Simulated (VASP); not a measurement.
Wanted: the native input for a VASP 6.6.1 run.

| Quantity | Value |
| --- | --- |
| Task | single point |
| Functional | PBEsol |
| Potentials or basis | VASP PAW PBE potentials, release 64 (P) |
| Cutoff | 500 eV |
| k mesh | 10 × 10 × 9 |
| Occupations | fermi-dirac, width 0.08 eV |
| Spin | no spin polarisation |
| Dipole correction | no |
| Further INCAR settings | ALGO = Normal; EDIFF = 1e-06; NBANDS = 8 |

The structure of P lies in POSCAR:

```
P
1.0
    4.3012030652      0.0000000000      0.0000000000
    0.0000000000      4.3012030652      0.0000000000
    0.0000000000      0.0000000000      4.4069942224
P
1
Direct
    0.0000000000      0.0000000000      0.0000000000
```

This cell differs from its parent crystal: volume scaled by 1.02.

The input as run:

INCAR

```
SYSTEM = P
ALGO = Normal
EDIFF = 1E-6
ENCUT = 500
GGA = PS
GGA_COMPAT = .FALSE.
ISIF = 2
ISMEAR = -1
LASPH = .TRUE.
LCHARG = .TRUE.
LELF = .TRUE.
LREAL = .FALSE.
LVHAR = .TRUE.
LWAVE = .FALSE.
NBANDS = 8
NELM = 120
PREC = Accurate
SIGMA = 0.08
```

KPOINTS

```
k-points
0
G
  10 10 9
  0 0 0
```

Potentials or basis: VASP PAW PBE potentials, release 64 (P).

Command:

```bash
$ cat potpaw_PBE.64/P/POTCAR > POTCAR
$ mpirun -np 1 vasp_std > vasp.out
```

It gave:

* Pressure: -3.6 GPa

Caveat: the PAW data sets were made with another functional, which shifts forces and pressure a little.

It took 12 s on 1 thread of Intel(R) Xeon(R) 6975P-C (Granite Rapids), on a shared host, peak memory 0.19 GiB.
